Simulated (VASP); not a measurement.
# Ca (Fm-3m) in VASP: further runs

Runs on Ca. Level: PBEsol. Tasks: single point, relaxation of cell and atoms.

All numbers are computed with VASP 6.6.1; they aren't measurements. Logs are shortened: lines on timing, memory, paths and dates and some standing lists are left out, and cuts for length are marked.

## (1) The cell of the first run

The structure is cubic, space group Fm-3m (No. 225). The conventional cell has a = 5.093 Å, b = 5.093 Å, c = 5.093 Å, α = 90.00°, β = 90.00°, γ = 90.00°. Ca (site symmetry m-3m) has 12 Ca at 3.60 Å within 4.7 Å.

## (2) Single point, PBEsol

The input, INCAR:

```
SYSTEM = Ca
  PREC = Accurate
  ENCUT = 520
  EDIFF = 1E-6
  ISMEAR = -1
  SIGMA = 0.05
  LREAL = .FALSE.
  LASPH = .TRUE.
  NELM = 80
  ALGO = Normal
  ISIF = 2
  LWAVE = .FALSE.
  LCHARG = .TRUE.
  GGA = PS
  LELF = .TRUE.
  LVHAR = .TRUE.
  NBANDS = 11
```

The input, KPOINTS:

```
regular mesh
0
G
  8 8 8
  0 0 0
```

The input, POSCAR:

```
Ca
1.0
    0.0000000000      2.5464429521      2.5464429521
    2.5464429521      0.0000000000      2.5464429521
    2.5464429521      2.5464429521      0.0000000000
Ca
1
Direct
    0.0000000000      0.0000000000      0.0000000000
```

Potentials or basis: VASP PAW PBE potentials, release 64 (Ca_sv).

The run is started by

```sh
cat potpaw_PBE.64/Ca_sv/POTCAR > POTCAR
mpirun -np 1 vasp_std > vasp.out
```

OUTCAR:

```text
SYSTEM = Ca
   PREC = Accurate
   ENCUT = 520
   EDIFF = 1E-6
   ISMEAR = -1
   LREAL = .FALSE.
   LASPH = .TRUE.
   NELM = 80
   ISIF = 2
   GGA = PS

 ion  position               nearest neighbor table
   1  0.000  0.000  0.000-

  LATTYP: Found a face centered cubic cell.
 ALAT       =     5.0928859042

  Lattice vectors:

 A1 = (   0.0000000000,   2.5464429521,   2.5464429521)
 A2 = (   2.5464429521,   0.0000000000,   2.5464429521)
 A3 = (   2.5464429521,   2.5464429521,   0.0000000000)

Analysis of symmetry for initial positions (statically):
=====================================================================
 Subroutine PRICEL returns:
 Original cell was already a primitive cell.

 Routine SETGRP: Setting up the symmetry group for a
 face centered cubic supercell.

 Subroutine GETGRP returns: Found 48 space group operations
 (whereof 48 operations were pure point group operations)
 out of a pool of 48 trial point group operations.

The static configuration has the point symmetry O_h .

Analysis of symmetry for dynamics (positions and initial velocities):
=====================================================================
 Subroutine PRICEL returns:
 Original cell was already a primitive cell.

 Routine SETGRP: Setting up the symmetry group for a
 face centered cubic supercell.

 Subroutine GETGRP returns: Found 48 space group operations
 (whereof 48 operations were pure point group operations)
 out of a pool of 48 trial point group operations.

The dynamic configuration has the point symmetry O_h .

 Subroutine INISYM returns: Found 48 space group operations
 (whereof 48 operations are pure point group operations),
 and found     1 'primitive' translations

----------------------------------------------------------------------------------------

                                     Primitive cell

  volume of cell :      33.0242

  direct lattice vectors                    reciprocal lattice vectors
     0.000000000  2.546442952  2.546442952    -0.196352327  0.196352327  0.196352327
     2.546442952  0.000000000  2.546442952     0.196352327 -0.196352327  0.196352327
     2.546442952  2.546442952  0.000000000     0.196352327  0.196352327 -0.196352327

  length of vectors
     3.601214159  3.601214159  3.601214159     0.340092207  0.340092207  0.340092207

  position of ions in fractional coordinates (direct lattice)
     0.000000000  0.000000000  0.000000000

  ion indices of the primitive-cell ions
   primitive index   ion index
                 1           1

----------------------------------------------------------------------------------------

 KPOINTS: regular mesh

Automatic generation of k-mesh.
 Grid dimensions read from file:
 generate k-points for:    8    8    8

 Generating k-lattice:

  Cartesian coordinates                     Fractional coordinates (reciprocal lattice)
    -0.024544041  0.024544041  0.024544041     0.125000000  0.000000000  0.000000000
     0.024544041 -0.024544041  0.024544041     0.000000000  0.125000000  0.000000000
     0.024544041  0.024544041 -0.024544041     0.000000000  0.000000000  0.125000000

  Length of vectors
     0.042511526  0.042511526  0.042511526

  Shift w.r.t. Gamma in fractional coordinates (k-lattice)
     0.000000000  0.000000000  0.000000000

 Subroutine IBZKPT returns following result:
 ===========================================

 Found     29 irreducible k-points:

 Following reciprocal coordinates:
            Coordinates               Weight
  0.000000  0.000000  0.000000      1.000000
  0.125000  0.000000  0.000000      8.000000
  0.250000  0.000000  0.000000      8.000000
  0.375000  0.000000  0.000000      8.000000
  0.500000  0.000000  0.000000      4.000000
  0.125000  0.125000  0.000000      6.000000
[... 16 lines left out ...]
  0.500000  0.250000  0.125000     48.000000
 -0.375000  0.250000  0.125000     24.000000
 [... further k-points ...]
   k-points           NKPTS =     29   k-points in BZ     NKDIM =     29   number of bands    NBANDS=     11
   number of dos      NEDOS =    301   number of ions     NIONS =      1
   total plane-waves  NPLWV =  21952
   dimension x,y,z NGX =    28 NGY =   28 NGZ =   28
   dimension x,y,z NGXF=    56 NGYF=   56 NGZF=   56
   ions per type =               1
   NGX,Y,Z   is equivalent  to a cutoff of  12.93, 12.93, 12.93 a.u.
   NGXF,Y,Z  is equivalent  to a cutoff of  25.85, 25.85, 25.85 a.u.
 SYSTEM =  Ca
   PREC   = accura    normal or accurate (medium, high low for compatibility)
   ISTART =      0    job   : 0-new  1-cont  2-samecut
   ICHARG =      2    charge: 1-file 2-atom 10-const
   ISPIN  =      1    spin polarized calculation?
   LNONCOLLINEAR =      F non collinear calculations
   LSORBIT =      F    spin-orbit coupling
   LASPH  =      T    aspherical Exc in radial PAW
   ENCUT  =  520.0 eV  38.22 Ry    6.18 a.u.   6.70  6.70  6.70*2*pi/ulx,y,z
   NELM   =     80;   NELMIN=  2; NELMDL= -5     # of ELM steps
   EDIFF  = 0.1E-05   stopping-criterion for ELM
   LREAL  =      F    real-space projection
   EDIFFG = 0.1E-04   stopping-criterion for IOM
   NSW    =      0    number of steps for IOM
   IBRION =     -1    ionic relax: 0-MD 1-quasi-New 2-CG
   NFREE  =      0    steps in history (QN), initial steepest desc. (CG)
   ISIF   =      2    stress and relaxation
   ISYM   =      2    0-nonsym 1-usesym 2-fastsym
   POTIM  = 0.5000    time-step for ionic-motion
   TEBEG  =    0.0;   TEEND  =   0.0 temperature during run
   PSTRESS=    0.0 pullay stress
   NELECT =      10.0000    total number of electrons
   NUPDOWN=      -1.0000    fix difference up-down
   EMIN   =  10.00;   EMAX   =-10.00  energy-range for DOS
   EFERMI =   0.00;   METHOD = LEGACY
   ISMEAR =    -1;   SIGMA  =   0.05  broadening in eV -4-tet -1-fermi 0-gaus
   EFERMI_NEDOS =   21; number of points for ismear=-14 and -15
   IALGO  =     38    algorithm
   IMIX   =      4    mixing-type and parameters
     AMIX     =   0.40;   BMIX     =  1.00
     AMIX_MAG =   1.60;   BMIX_MAG =  1.00
  volume/ion in A,a.u.               =      33.02       222.86
  Fermi-wavevector in a.u.,A,eV,Ry     =   1.099337  2.077446 16.443213  1.208542
  Thomas-Fermi vector in A             =   2.235730
   LORBIT       =      0    0 simple, 1 ext, 2 COOP (PROOUT), +10 PAW based schemes
   GGA     = PS    functional components
   LHFCALC =     F    Hartree Fock is set to
   AEXX    =    0.0000 exact exchange contribution
   IVDW    =     0    specifies the selected vdW correction
   LEPSILON=     F    determine dielectric tensor
   LRPA    =     F    only Hartree local field effects (RPA)
 non-spin polarized calculation
  energy-cutoff  :      520.00
  volume of cell :       33.02
 maximum number of plane-waves:       905
   NGX = 13   NGY = 13   NGZ = 13

 number of electron      10.0000002 magnetization

 Free energy of the ion-electron system (eV)
  ---------------------------------------------------
  ext. energy  EPLUGINS =         0.00000000
  ---------------------------------------------------
  free energy    TOTEN  =        -2.03550794 eV

  energy without entropy =       -2.02920179  energy(sigma->0) =       -2.03235486

 E-fermi :   2.9299     XC(G=0):  -8.6300

 val. band max:        2.8152545989   @ k =  -0.3750   0.3750   0.0000
 cond. band min:       2.9755057230   @ k =  -0.2500   0.5000   0.2500
 fundamental gap:      0.1602511241
 Fermi energy:         2.9299420451

 k-point     1 :       0.0000    0.0000    0.0000
  band No.  band energies     occupation
      1     -38.3370      2.00000
      2     -19.2688      2.00000
      3     -19.2688      2.00000
      4     -19.2688      2.00000
      5      -1.5017      2.00000
      6       5.5869      0.00000
      7       5.5869      0.00000
      8       5.5869      0.00000
      9       7.0214      0.00000
     10       7.0214      0.00000
     11      13.1927      0.00000

 k-point     2 :       0.1250    0.0000    0.0000
  band No.  band energies     occupation
      1     -38.3308      2.00000
      2     -19.3197      2.00000
      3     -19.2753      2.00000
      4     -19.2753      2.00000
      5      -1.1726      2.00000
      6       5.2352      0.00000
      7       5.7073      0.00000
      8       5.7073      0.00000
      9       6.9175      0.00000
     10       6.9175      0.00000
     11      13.6580      0.00000

 k-point     3 :       0.2500    0.0000    0.0000
  band No.  band energies     occupation
      1     -38.3157      2.00000
      2     -19.4401      2.00000
      3     -19.2908      2.00000
      4     -19.2908      2.00000
      5      -0.2626      2.00000
      6       4.4803      0.00000
      7       5.7623      0.00000
      8       5.7623      0.00000
      9       7.0240      0.00000
     10       7.0240      0.00000
     11      12.0787      0.00000

 k-point     4 :       0.3750    0.0000    0.0000
  band No.  band energies     occupation
      1     -38.3005      2.00000
      2     -19.5576      2.00000
      3     -19.3062      2.00000
      4     -19.3062      2.00000
      5       0.9745      2.00000
      6       3.6674      0.00000
      7       5.5438      0.00000
      8       5.5438      0.00000
      9       7.6036      0.00000
     10       7.6036      0.00000
     11      10.4285      0.00000

 k-point     5 :       0.5000    0.0000    0.0000
  band No.  band energies     occupation
      1     -38.2942      2.00000
      2     -19.6054      2.00000
      3     -19.3125      2.00000
      4     -19.3125      2.00000
      5       1.8226      2.00000
      6       3.0858      0.08484
      7       5.4286      0.00000
      8       5.4286      0.00000
      9       7.9496      0.00000
     10       7.9496      0.00000
     11       9.7342      0.00000

 k-point     6 :       0.1250    0.1250    0.0000
  band No.  band energies     occupation
      1     -38.3287      2.00000
      2     -19.3185      2.00000
      3     -19.2864      2.00000
      4     -19.2864      2.00000
      5      -1.0645      2.00000
      6       5.1283      0.00000
      7       5.7846      0.00000
      8       5.7846      0.00000
      9       6.5399      0.00000
     10       7.1442      0.00000
     11      13.8734      0.00000

 k-point     7 :       0.2500    0.1250    0.0000
  band No.  band energies     occupation
      1     -38.3166      2.00000
      2     -19.4073      2.00000
      3     -19.3051      2.00000
      4     -19.3002      2.00000
      5      -0.3509      2.00000
      6       4.5802      0.00000
      7       5.7150      0.00000
      8       5.9548      0.00000
      9       6.4730      0.00000
     10       7.2994      0.00000
     11      12.9567      0.00000

 k-point     8 :       0.3750    0.1250    0.0000
  band No.  band energies     occupation
      1     -38.3015      2.00000
      2     -19.5187      2.00000
      3     -19.3219      2.00000
      4     -19.3205      2.00000
      5       0.7941      2.00000
      6       3.8876      0.00000
      7       5.2682      0.00000
      8       5.8431      0.00000
      9       7.1966      0.00000
     10       7.7388      0.00000
     11      10.9544      0.00000
[... 141 lines left out ...]
 k-point    19 :       0.5000    0.3750    0.0000
  band No.  band energies     occupation
      1     -38.2823      2.00000
      2     -19.5611      2.00000
      3     -19.4032      2.00000
      4     -19.3768      2.00000
      5       2.2051      2.00000
      6       3.4128      0.00013
      7       4.3629      0.00000
      8       7.3290      0.00000
      9       8.0926      0.00000
     10       8.1950      0.00000
     11       9.9107      0.00000

 k-point    20 :      -0.3750    0.3750    0.0000
  band No.  band energies     occupation
      1     -38.2814      2.00000
      2     -19.5283      2.00000
      3     -19.4612      2.00000
      4     -19.3626      2.00000
      5       2.8153      1.81672
      6       3.3064      0.00107
      7       4.0994      0.00000
      8       6.8357      0.00000
      9       7.8175      0.00000
     10       8.5760      0.00000
     11       9.3687      0.00000

 k-point    21 :       0.5000    0.5000    0.0000
  band No.  band energies     occupation
      1     -38.2803      2.00000
      2     -19.5832      2.00000
      3     -19.3877      2.00000
      4     -19.3877      2.00000
      5       2.1896      2.00000
      6       3.3201      0.00082
      7       4.4942      0.00000
      8       7.9459      0.00000
      9       8.1993      0.00000
     10       8.1993      0.00000
     11      10.4229      0.00000

 k-point    22 :       0.3750    0.2500    0.1250
  band No.  band energies     occupation
      1     -38.3045      2.00000
      2     -19.4689      2.00000
      3     -19.3518      2.00000
      4     -19.3111      2.00000
      5       0.4815      2.00000
      6       4.1769      0.00000
      7       5.1227      0.00000
      8       6.3411      0.00000
      9       6.5065      0.00000
     10       7.7557      0.00000
     11      12.2214      0.00000

 k-point    23 :       0.5000    0.2500    0.1250
  band No.  band energies     occupation
      1     -38.2923      2.00000
      2     -19.5314      2.00000
      3     -19.3886      2.00000
      4     -19.3299      2.00000
      5       1.6401      2.00000
      6       3.6850      0.00000
      7       4.6093      0.00000
      8       6.1304      0.00000
      9       7.2628      0.00000
     10       8.3041      0.00000
     11      10.4238      0.00000

 k-point    24 :      -0.3750    0.2500    0.1250
  band No.  band energies     occupation
      1     -38.2872      2.00000
      2     -19.5580      2.00000
      3     -19.4002      2.00000
      4     -19.3402      2.00000
      5       2.6236      1.99565
      6       2.9781      0.55251
      7       4.5603      0.00000
      8       6.0044      0.00000
      9       7.7455      0.00000
     10       8.5316      0.00000
     11       9.3870      0.00000

 [... further k-points ...]
[... 5 lines left out ...]
  --------------------------------------------------------------------------------------
  -------------------------------------------------------------------------------------
  Total        1.0296475      1.0296475      1.0296475     -0.0000000      0.0000000     -0.0000000
  in kB       49.9536581     49.9536581     49.9536581     -0.0000000      0.0000000     -0.0000000
  external PRESSURE =      49.9536581 kB  Pullay stress =       0.0000000 kB

 VOLUME and BASIS-vectors are now :
 -----------------------------------------------------------------------------
  energy-cutoff  :      520.00
  volume of cell :       33.02
      direct lattice vectors                 reciprocal lattice vectors
     0.000000000  2.546442952  2.546442952    -0.196352327  0.196352327  0.196352327
     2.546442952  0.000000000  2.546442952     0.196352327 -0.196352327  0.196352327
     2.546442952  2.546442952  0.000000000     0.196352327  0.196352327 -0.196352327

 POSITION                                       TOTAL-FORCE (eV/Angst)
 -----------------------------------------------------------------------------------
      0.00000      0.00000      0.00000         0.000000     -0.000000      0.000000
 -----------------------------------------------------------------------------------
    total drift:                               -0.000000     -0.000000     -0.000000

  FREE ENERGIE OF THE ION-ELECTRON SYSTEM (eV)
  ---------------------------------------------------
  free  energy   TOTEN  =        -2.0355079358 eV

  energy  without entropy=       -2.0292017871  energy(sigma->0) =       -2.03235486
```

Wall time 10 s (1 thread of Intel Xeon Platinum 8259CL at 2.50GHz (Skylake/Cascade Lake), shared host); peak memory 0.15 GiB.

What came out:

| Quantity | Value |
| --- | --- |
| Free energy | -2.0355 eV |
| Pressure | 5.0 GPa |

Caveat: the PAW data sets were made with another functional, which shifts forces and pressure a little.

[end of part 1 of 3]
